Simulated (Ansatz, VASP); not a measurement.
One calculation of SnTe, two programs

Contents of INCAR:

```
SYSTEM = SnTe
  PREC = Accurate
  ENCUT = 520
  EDIFF = 1E-6
  ISMEAR = 0
  SIGMA = 0.03
  LREAL = .FALSE.
  LASPH = .TRUE.
  NELM = 100
  ALGO = Normal
  ISIF = 2
  LWAVE = .FALSE.
  LCHARG = .FALSE.
  GGA = PE
  NBANDS = 17
```

The input KPOINTS:

```
Automatic mesh
0
G
  10 10 10
  0 0 0
```

The input POSCAR:

```
SnTe
1.0
    0.0000000000      2.9986750000      2.9986750000
    2.9986750000      0.0000000000      2.9986750000
    2.9986750000      2.9986750000      0.0000000000
Sn Te
1 1
Direct
    0.0000000000      0.0000000000      0.0000000000
    0.5000000000      0.5000000000      0.5000000000
```

Input for Ansatz:

```yaml
crystal:
  lattice:
    - [0.0, 2.998675, 2.998675]
    - [2.998675, 0.0, 2.998675]
    - [2.998675, 2.998675, 0.0]
  atoms:
    - { symbol: Sn, position: [0.0, 0.0, 0.0] }
    - { symbol: Te, position: [0.5, 0.5, 0.5] }
basis:
  ecutwfc: 420
kpoints:
  mp_grid: { grid: [10, 10, 10] }
hamiltonian:
  xc: pbe
scf:
  occupations: { method: gaussian, width: 0.03 }
output:
  forces: true
  stress: true
  eigenvalues: true
```

Change from the starting cell: strain -0.050 along x and y, -0.050 along z, atoms carried along.

Alike in both runs: task single point; functional PBE; k mesh 10 × 10 × 10; occupations gaussian, width 0.03 eV; no spin polarisation.

|  | VASP | Ansatz |
| --- | --- | --- |
| version | VASP 6.6.1 | Ansatz 0.2.0 |
| potentials or method | VASP PAW PBE potentials, release 64 (Sn_d, Te), cutoff 520 eV | scalar-relativistic, plane waves, PAW |
| valence electrons in the cell | 20 | 30 |

```csv
,VASP,Ansatz,Ansatz less VASP
gap on the k mesh at the Fermi level (eV),0.19,0.20,+0.004
least direct gap on the mesh (eV),0.19,0.20,+0.004
pressure (GPa),12.6,12.6,0.00
```

VASP's potentials hold 20 valence electrons a cell and Ansatz's 30, so a difference there can come from the potentials and not from the codes.

Neither program's run includes spin-orbit coupling.
